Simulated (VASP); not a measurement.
# Ru (P6_3/mmc) in VASP: a series of runs

Ru is run at these levels: PBEsol; tasks: single point.

Everything below comes from runs of VASP 6.6.1. Logs are shortened: lines on timing, memory, paths and dates and some standing lists are left out, and cuts for length are marked.

## 1. The cell of the first run

It takes space group P6_3/mmc (No. 194, hexagonal). The conventional cell has a = 2.594 Å, b = 2.594 Å, c = 4.116 Å, α = 90.00°, β = 90.00°, γ = 120.00°. Within 3.4 Å of Ru (site symmetry -6m2) lie 12 Ru at 2.55 to 2.59 Å.

## 2. Single point, PBEsol (11.99 Å³/atom)

The input, INCAR:

```
PREC     = Accurate       # precision mode
ENCUT    = 520            # plane-wave cutoff, eV
EDIFF    = 1E-7           # SCF threshold, eV
ISMEAR   = -1             # smearing method
SIGMA    = 0.08           # smearing width, eV
LREAL    = False          # projectors in reciprocal space
LASPH    = True           # aspherical terms in the spheres
NELM     = 80             # most SCF steps
ALGO     = Normal         # electronic algorithm
ISIF     = 2              # what is computed and relaxed
LWAVE    = False          # write WAVECAR
LCHARG   = False          # write CHGCAR
GGA      = PS             # functional
NBANDS   = 21             # bands
```

The input, KPOINTS:

```
regular mesh
0
Gamma
  18 18 10
```

The input, POSCAR:

```
Ru
1.0
    2.5937742150      0.0000000000      0.0000000000
   -1.2968871075      2.2462743619      0.0000000000
    0.0000000000      0.0000000000      4.1160248512
Ru
2
Direct
    0.3333333333      0.6666666667      0.2500000000
    0.6666666667      0.3333333333      0.7500000000
```

Potentials or basis: VASP PAW PBE potentials, release 64 (Ru_pv).

Command:

```console
$ cat potpaw_PBE.64/Ru_pv/POTCAR > POTCAR
$ mpirun -np 1 vasp_std > vasp.out
```

OUTCAR:

```text
PREC = Accurate
   ENCUT = 520
   EDIFF = 1E-7
   ISMEAR = -1
   LREAL = False
   LASPH = True
   NELM = 80
   ISIF = 2
   GGA = PS

 ion  position               nearest neighbor table
   1  0.333  0.667  0.250-   2 2.55   2 2.55   2 2.55   2 2.55   2 2.55   2 2.55
   2  0.667  0.333  0.750-   1 2.55   1 2.55   1 2.55   1 2.55   1 2.55   1 2.55

  LATTYP: Found a hexagonal cell.
 ALAT       =     2.5937742150
 C/A-ratio  =     1.5868863324

  Lattice vectors:

 A1 = (   2.5937742150,   0.0000000000,   0.0000000000)
 A2 = (  -1.2968871075,   2.2462743619,   0.0000000000)
 A3 = (   0.0000000000,   0.0000000000,   4.1160248512)

Analysis of symmetry for initial positions (statically):
=====================================================================
 Subroutine PRICEL returns:
 Original cell was already a primitive cell.

 Routine SETGRP: Setting up the symmetry group for a
 hexagonal supercell.

 Subroutine GETGRP returns: Found 24 space group operations
 (whereof 12 operations were pure point group operations)
 out of a pool of 24 trial point group operations.

The static configuration has the point symmetry D_3d.
 The point group associated with its full space group is D_6h.

Analysis of symmetry for dynamics (positions and initial velocities):
=====================================================================
 Subroutine PRICEL returns:
 Original cell was already a primitive cell.

 Routine SETGRP: Setting up the symmetry group for a
 hexagonal supercell.

 Subroutine GETGRP returns: Found 24 space group operations
 (whereof 12 operations were pure point group operations)
 out of a pool of 24 trial point group operations.

The dynamic configuration has the point symmetry D_3d.
 The point group associated with its full space group is D_6h.

 Subroutine INISYM returns: Found 24 space group operations
 (whereof 12 operations are pure point group operations),
 and found     1 'primitive' translations

----------------------------------------------------------------------------------------

                                     Primitive cell

  volume of cell :      23.9813

  direct lattice vectors                    reciprocal lattice vectors
     2.593774215  0.000000000  0.000000000     0.385538569  0.222590797  0.000000000
    -1.296887107  2.246274362  0.000000000     0.000000000  0.445181594  0.000000000
[... 74 lines left out ...]
   NGXF,Y,Z  is equivalent  to a cutoff of  25.64, 25.64, 25.85 a.u.
 SYSTEM =  unknown system
   PREC   = accura    normal or accurate (medium, high low for compatibility)
   ISTART =      0    job   : 0-new  1-cont  2-samecut
   ICHARG =      2    charge: 1-file 2-atom 10-const
   ISPIN  =      1    spin polarized calculation?
   LNONCOLLINEAR =      F non collinear calculations
   LSORBIT =      F    spin-orbit coupling
   LASPH  =      T    aspherical Exc in radial PAW
   ENCUT  =  520.0 eV  38.22 Ry    6.18 a.u.   4.82  4.82  7.65*2*pi/ulx,y,z
   NELM   =     80;   NELMIN=  2; NELMDL= -5     # of ELM steps
   EDIFF  = 0.1E-06   stopping-criterion for ELM
   LREAL  =      F    real-space projection
   EDIFFG = 0.1E-05   stopping-criterion for IOM
   NSW    =      0    number of steps for IOM
   IBRION =     -1    ionic relax: 0-MD 1-quasi-New 2-CG
   NFREE  =      0    steps in history (QN), initial steepest desc. (CG)
   ISIF   =      2    stress and relaxation
   ISYM   =      2    0-nonsym 1-usesym 2-fastsym
   POTIM  = 0.5000    time-step for ionic-motion
   TEBEG  =    0.0;   TEEND  =   0.0 temperature during run
   PSTRESS=    0.0 pullay stress
   NELECT =      28.0000    total number of electrons
   NUPDOWN=      -1.0000    fix difference up-down
   EMIN   =  10.00;   EMAX   =-10.00  energy-range for DOS
   EFERMI =   0.00;   METHOD = LEGACY
   ISMEAR =    -1;   SIGMA  =   0.08  broadening in eV -4-tet -1-fermi 0-gaus
   EFERMI_NEDOS =   21; number of points for ismear=-14 and -15
   IALGO  =     38    algorithm
   IMIX   =      4    mixing-type and parameters
     AMIX     =   0.40;   BMIX     =  1.00
     AMIX_MAG =   1.60;   BMIX_MAG =  1.00
  volume/ion in A,a.u.               =      11.99        80.92
  Fermi-wavevector in a.u.,A,eV,Ry     =   1.723865  3.257632 40.432565  2.971710
  Thomas-Fermi vector in A             =   2.799661
   LORBIT       =      0    0 simple, 1 ext, 2 COOP (PROOUT), +10 PAW based schemes
   GGA     = PS    functional components
   LHFCALC =     F    Hartree Fock is set to
   AEXX    =    0.0000 exact exchange contribution
   IVDW    =     0    specifies the selected vdW correction
   LEPSILON=     F    determine dielectric tensor
   LRPA    =     F    only Hartree local field effects (RPA)
 non-spin polarized calculation
  energy-cutoff  :      520.00
  volume of cell :       23.98
 maximum number of plane-waves:       666
 NGX is ok and might be reduce to    20
   NGX =  9   NGY =  9   NGZ = 15

 number of electron      28.0000007 magnetization

 Free energy of the ion-electron system (eV)
  ---------------------------------------------------
  ext. energy  EPLUGINS =         0.00000000
  ---------------------------------------------------
  free energy    TOTEN  =       -20.00275094 eV

  energy without entropy =      -19.97360017  energy(sigma->0) =      -19.98817555

 E-fermi :  15.1104     XC(G=0): -15.0631

 val. band max:       15.1054076965   @ k =   0.0556   0.0000   0.1000
 cond. band min:      15.1250817767   @ k =   0.0000   0.0000   0.2000
 fundamental gap:      0.0196740803
 Fermi energy:        15.1104310533

 k-point     1 :       0.0000    0.0000    0.0000
  band No.  band energies     occupation
      1     -29.0444      2.00000
      2     -27.6394      2.00000
      3     -27.6394      2.00000
      4     -27.3935      2.00000
      5     -27.3935      2.00000
      6     -27.3360      2.00000
[... 565 lines left out ...]
     20      25.2699      0.00000
     21      27.4408      0.00000

 [... further k-points ...]
[... 5 lines left out ...]
  --------------------------------------------------------------------------------------
  -------------------------------------------------------------------------------------
  Total        7.0468346      7.0468346      7.0593489      0.0000000     -0.0000000      0.0000000
  in kB      470.7948467    470.7948467    471.6309214      0.0000000     -0.0000000      0.0000000
  external PRESSURE =     471.0735383 kB  Pullay stress =       0.0000000 kB

 VOLUME and BASIS-vectors are now :
 -----------------------------------------------------------------------------
  energy-cutoff  :      520.00
  volume of cell :       23.98
      direct lattice vectors                 reciprocal lattice vectors
     2.593774215  0.000000000  0.000000000     0.385538569  0.222590797  0.000000000
    -1.296887107  2.246274362  0.000000000     0.000000000  0.445181594  0.000000000
     0.000000000  0.000000000  4.116024851     0.000000000  0.000000000  0.242952858

 POSITION                                       TOTAL-FORCE (eV/Angst)
 -----------------------------------------------------------------------------------
     -0.00000      1.49752      1.02901        -0.000000      0.000000      0.000000
      1.29689      0.74876      3.08702         0.000000     -0.000000      0.000000
 -----------------------------------------------------------------------------------
    total drift:                               -0.000000      0.000000     -0.000000

  FREE ENERGIE OF THE ION-ELECTRON SYSTEM (eV)
  ---------------------------------------------------
  free  energy   TOTEN  =       -20.0027509392 eV

  energy  without entropy=      -19.9736001685  energy(sigma->0) =      -19.98817555
```

stdout:

```text
POSCAR found type information on POSCAR Ru
 POSCAR found :  1 types and       2 ions
 scaLAPACK will be used
 -----------------------------------------------------------------------------
|                                                                             |
|                                                                             |
|     You enforced a specific xc type in the INCAR file but a different       |
|     I HOPE YOU KNOW WHAT YOU ARE DOING!                                     |
|                                                                             |
 -----------------------------------------------------------------------------

 LDA part: xc-table for (Slater+PW92), standard interpolation
 POSCAR, INCAR and KPOINTS ok, starting setup
 FFT: planning ... GRIDC
 FFT: planning ... GRID_SOFT
 FFT: planning ... GRID
 WAVECAR not read
 entering main loop
```

It took 2.2 min on 1 thread of Intel Xeon 8259CL, shared host; peak memory 0.21 GiB.

Results:

* Free energy: -20.0028 eV
* Pressure: 47.1 GPa
* Band gap on the k mesh: zero (bands 14 and 15 overlap by 3.80 eV)

Levels at points of the mesh, in eV from the Fermi level:
```
           k point  band 12  band 13  band 14  band 15  band 16  band 17
(0.00, 0.00, 0.00)    -2.32    -2.32    -1.65    -1.65     1.40     1.43
(0.50, 0.00, 0.00)    -2.01    -1.81     1.80     2.31     2.37     4.83
(0.00, 0.00, 0.50)    -3.33    -3.16    -3.16     0.69     0.69     0.69
(0.50, 0.00, 0.50)    -1.28     0.54     0.54     2.10     2.10     3.93
```

Caveat: the cell stands under pressure; the PAW data sets were made with another functional, which shifts forces and pressure a little.

## 3. Single point, PBEsol

This run uses another cell than the first one, of 13.32 Å³/atom.

The input, INCAR:

```
PREC = Accurate
ENCUT = 520
EDIFF = 1E-6
ISMEAR = -1
SIGMA = 0.08
LREAL = F
LASPH = T
NELM = 80
ALGO = Normal
ISIF = 2
LWAVE = F
LCHARG = F
GGA = PS
NBANDS = 21
```

The input, KPOINTS:

```
Automatic mesh
0
Gamma
  18 18 10
```

The input, POSCAR:

```
Ru
1.0
    2.6902825050      0.0000000000      0.0000000000
   -1.3451412525      2.3298529927      0.0000000000
    0.0000000000      0.0000000000      4.2511266245
Ru
2
Direct
    0.3333333333      0.6666666667      0.2500000000
    0.6666666667      0.3333333333      0.7500000000
```

Potentials or basis: VASP PAW PBE potentials, release 64 (Ru_pv).

Command:

```console
$ cat potpaw_PBE.64/Ru_pv/POTCAR > POTCAR
$ mpirun -np 1 vasp_std > vasp.out
```

OUTCAR:

```text
PREC = Accurate
   ENCUT = 520
   EDIFF = 1E-6
   ISMEAR = -1
   LREAL = F
   LASPH = T
   NELM = 80
   ISIF = 2
   GGA = PS

 ion  position               nearest neighbor table
   1  0.333  0.667  0.250-   2 2.63   2 2.63   2 2.63   2 2.63   2 2.63   2 2.63
   2  0.667  0.333  0.750-   1 2.63   1 2.63   1 2.63   1 2.63   1 2.63   1 2.63

  LATTYP: Found a hexagonal cell.
 ALAT       =     2.6902825050
 C/A-ratio  =     1.5801785190

  Lattice vectors:

 A1 = (   2.6902825050,   0.0000000000,   0.0000000000)
 A2 = (  -1.3451412525,   2.3298529927,   0.0000000000)
 A3 = (   0.0000000000,   0.0000000000,   4.2511266245)

Analysis of symmetry for initial positions (statically):
=====================================================================
 Subroutine PRICEL returns:
 Original cell was already a primitive cell.

 Routine SETGRP: Setting up the symmetry group for a
 hexagonal supercell.

 Subroutine GETGRP returns: Found 24 space group operations
 (whereof 12 operations were pure point group operations)
 out of a pool of 24 trial point group operations.

The static configuration has the point symmetry D_3d.
[... 153 lines left out ...]
 number of electron      27.9999997 magnetization

 Free energy of the ion-electron system (eV)
  ---------------------------------------------------
  ext. energy  EPLUGINS =         0.00000000
  ---------------------------------------------------
  free energy    TOTEN  =       -20.35846909 eV

  energy without entropy =      -20.32410968  energy(sigma->0) =      -20.34128938

 E-fermi :  13.0512     XC(G=0): -14.3976

 val. band max:       13.0406741340   @ k =   0.4444   0.1111   0.5000
 cond. band min:      13.0629049200   @ k =   0.2222   0.1111   0.1000
 fundamental gap:      0.0222307860
 Fermi energy:        13.0511951619

 k-point     1 :       0.0000    0.0000    0.0000
  band No.  band energies     occupation
      1     -30.6289      2.00000
      2     -29.6290      2.00000
      3     -29.6290      2.00000
      4     -29.4462      2.00000
      5     -29.4462      2.00000
      6     -29.4011      2.00000
[... 565 lines left out ...]
     20      23.3067      0.00000
     21      24.3385      0.00000

 [... further k-points ...]
[... 5 lines left out ...]
  --------------------------------------------------------------------------------------
  -------------------------------------------------------------------------------------
  Total       -0.0026046     -0.0026046     -0.0000228     -0.0000000      0.0000000      0.0000000
  in kB       -0.1566109     -0.1566109     -0.0013709     -0.0000000      0.0000000      0.0000000
  external PRESSURE =      -0.1048643 kB  Pullay stress =       0.0000000 kB

 VOLUME and BASIS-vectors are now :
 -----------------------------------------------------------------------------
  energy-cutoff  :      520.00
  volume of cell :       26.65
      direct lattice vectors                 reciprocal lattice vectors
     2.690282505  0.000000000  0.000000000     0.371708175  0.214605815  0.000000000
    -1.345141252  2.329852993  0.000000000     0.000000000  0.429211630  0.000000000
     0.000000000  0.000000000  4.251126625     0.000000000  0.000000000  0.235231761

 POSITION                                       TOTAL-FORCE (eV/Angst)
 -----------------------------------------------------------------------------------
     -0.00000      1.55324      1.06278        -0.000000      0.000000      0.000000
      1.34514      0.77662      3.18834         0.000000     -0.000000      0.000000
 -----------------------------------------------------------------------------------
    total drift:                               -0.000000      0.000000     -0.000000

  FREE ENERGIE OF THE ION-ELECTRON SYSTEM (eV)
  ---------------------------------------------------
  free  energy   TOTEN  =       -20.3584690880 eV

  energy  without entropy=      -20.3241096770  energy(sigma->0) =      -20.34128938
```

OSZICAR:

```text
N       E                     dE             d eps       ncg     rms          rms(c)
DAV:   1     0.285810668873E+03    0.28581E+03   -0.17558E+04  9348   0.149E+03
DAV:   2    -0.161855601691E+02   -0.30200E+03   -0.29273E+03  9549   0.446E+02
DAV:   3    -0.219053399797E+02   -0.57198E+01   -0.56884E+01 10884   0.690E+01
DAV:   4    -0.219471668959E+02   -0.41827E-01   -0.41772E-01 11923   0.564E+00
DAV:   5    -0.219476610162E+02   -0.49412E-03   -0.49086E-03 10572   0.538E-01    0.202E+01
DAV:   6    -0.204563266126E+02    0.14913E+01   -0.33028E+00 10969   0.177E+01    0.528E+00
DAV:   7    -0.203695867735E+02    0.86740E-01   -0.64410E-01 10619   0.560E+00    0.933E-01
DAV:   8    -0.203603671992E+02    0.92196E-02   -0.16588E-02 10269   0.121E+00    0.510E-01
DAV:   9    -0.203584565795E+02    0.19106E-02   -0.18083E-03 10697   0.466E-01    0.337E-02
DAV:  10    -0.203584697088E+02   -0.13129E-04   -0.73734E-05 10517   0.885E-02    0.197E-02
DAV:  11    -0.203584690880E+02    0.62084E-06   -0.55769E-06 10659   0.226E-02
   1 F= -.20358469E+02 E0= -.20341289E+02  d E =-.343594E-01
```

stdout:

```text
POSCAR found type information on POSCAR Ru
 POSCAR found :  1 types and       2 ions
 scaLAPACK will be used
 -----------------------------------------------------------------------------
|                                                                             |
|                                                                             |
|     You enforced a specific xc type in the INCAR file but a different       |
|     I HOPE YOU KNOW WHAT YOU ARE DOING!                                     |
|                                                                             |
 -----------------------------------------------------------------------------

 LDA part: xc-table for (Slater+PW92), standard interpolation
 POSCAR, INCAR and KPOINTS ok, starting setup
 FFT: planning ... GRIDC
 FFT: planning ... GRID_SOFT
 FFT: planning ... GRID
 WAVECAR not read
 entering main loop
```

It took 2 min on 1 thread of Intel Xeon 8259CL, shared host; peak memory 0.21 GiB.

Results:

* Free energy: -20.3585 eV
* Pressure: 0.0 GPa
* Band gap on the k mesh: zero (bands 14 and 15 overlap by 3.22 eV)

Levels at points of the mesh, in eV from the Fermi level:
```tsv
k point	band 10	band 11	band 12	band 13	band 14	band 15	band 16	band 17	band 18	band 19
(0.00, 0.00, 0.00)	-2.69	-2.49	-1.97	-1.97	-1.44	-1.44	1.23	1.23	1.27	10.22
(0.50, 0.00, 0.00)	-3.12	-2.13	-1.87	-1.56	1.48	1.91	2.00	4.16	6.23	10.25
(0.00, 0.00, 0.50)	-2.86	-2.86	-2.86	-2.80	-2.80	0.57	0.57	0.57	0.57	10.26
(0.50, 0.00, 0.50)	-4.67	-1.10	-1.10	0.44	0.44	1.74	1.74	3.44	3.44	10.24
```

Caveat: the PAW data sets were made with another functional, which shifts forces and pressure a little.
